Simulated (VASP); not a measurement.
Set up this calculation in VASP 6.6.1, as the native input.

```
Task                   : single point
Functional             : PBE
Potentials or basis    : VASP PAW PBE potentials, release 64 (Br)
Cutoff                 : 520 eV
k mesh                 : 14 × 14 × 8
Occupations            : fermi-dirac, width 0.05 eV
Spin                   : no spin polarisation
Dipole correction      : no
Further INCAR settings : ALGO = Normal; EDIFF = 1e-06; NBANDS = 14
```

The structure of Br lies in POSCAR:

```
Br
1.0
    3.4167572373      0.0000000000      0.0000000000
   -1.7083786186      2.9589985660      0.0000000000
    0.0000000000      0.0000000000      4.3156577655
Br
2
Direct
    0.3333333333      0.6666666667      0.2500000000
    0.6666666667      0.3333333333      0.7500000000
```

This cell differs from its parent crystal: volume scaled by 0.76.

The input as run:

INCAR

```
ALGO = Normal
EDIFF = 1E-6
ENCUT = 520
GGA = PE
ISIF = 2
ISMEAR = -1
LASPH = True
LCHARG = False
LREAL = False
LWAVE = False
NBANDS = 14
NELM = 60
PREC = Accurate
SIGMA = 0.05
```

KPOINTS

```
k-points
0
Gamma
  14 14 8
```

Potentials or basis: VASP PAW PBE potentials, release 64 (Br).

Run with:

```bash
$ cat potpaw_PBE.64/Br/POTCAR > POTCAR
$ mpirun -np 1 vasp_std > vasp.out
```

It gave:

| Item | Value |
| --- | --- |
| Pressure | 11.9 GPa |
| Band gap on the k mesh | zero (band 7 reaches 5.20 eV, above the bottom of band 8 at 2.91 eV) |

Wall time 45 s on 1 thread of Intel(R) Xeon(R) 6975P-C (Granite Rapids), on a shared host, peak memory 0.19 GiB.
